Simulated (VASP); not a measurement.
# KBr: single point with r2SCAN

Crystal: KBr.

```xyz
2
Lattice="0.0000 3.2326 3.2326 3.2326 0.0000 3.2326 3.2326 3.2326 0.0000" Properties=species:S:1:pos:R:3 pbc="T T T"
Br    3.2326    3.2326    3.2326
K     0.0000    0.0000    0.0000
```

```
Program             : VASP 6.6.1
Task                : single point
Functional          : r2SCAN
Potentials or basis : VASP PAW PBE potentials, release 64 (Br, K_sv)
Cutoff              : 520 eV
k mesh              : 7 × 7 × 7
Occupations         : fermi-dirac, width 0.05 eV
Spin                : no spin polarisation
```

```yaml
Pressure: 1.2 GPa
Band_gap_on_the_k_mesh: 5.26 eV, direct
```

Levels at points of the mesh, in eV from the valence-band top:
| k point | band 5 | band 6 | band 7 | band 8 | band 9 | band 10 | band 11 | band 12 |
| --- | --- | --- | --- | --- | --- | --- | --- | --- |
| (0.00, 0.00, 0.00) | -11.47 | 0.00 | 0.00 | 0.00 | 5.26 | 8.23 | 8.23 | 8.23 |

Wall time 58 s on 1 thread of Intel(R) Xeon(R) Platinum 8375C CPU @ 2.90GHz (Ice Lake), with other jobs on the host, peak memory 0.21 GiB.

Caveat: the PAW data sets were made with another functional, which shifts forces and pressure a little. r2SCAN opens gaps a little over a GGA but as a rule still falls short of measured ones.
